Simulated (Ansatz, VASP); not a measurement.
**Two plane-wave programs on Cd2SO**

```xyz
4
Lattice="3.6508 0.0000 0.0000 0.0000 3.6508 0.0000 0.0000 0.0000 5.0329" Properties=species:S:1:pos:R:3 pbc="T T T"
O     0.0000    0.0000    0.0000
Cd    0.0000    0.0000    2.5164
Cd    1.8254    1.8254    0.0000
S     1.8254    1.8254    2.5164
```

Alike in both runs: task single point; functional PBE; k mesh 6 × 6 × 4; occupations fermi-dirac, width 0.02 eV; no spin polarisation.

|  | VASP | Ansatz |
| --- | --- | --- |
| version | VASP 6.6.1 | Ansatz 0.2.0 |
| potentials or method | VASP PAW PBE potentials, release 64 (O, Cd, S) | plane waves, PAW |
| plane-wave cutoff (eV) | 520 | 420 |
| valence electrons in the cell | 36 | 52 |

|  | VASP | Ansatz | Ansatz less VASP |
| --- | --- | --- | --- |
| pressure (GPa) | 3.7 | 2.9 | -0.73 |

VASP's potentials hold 36 valence electrons a cell and Ansatz's 52, so a difference there can come from the potentials and not from the codes.
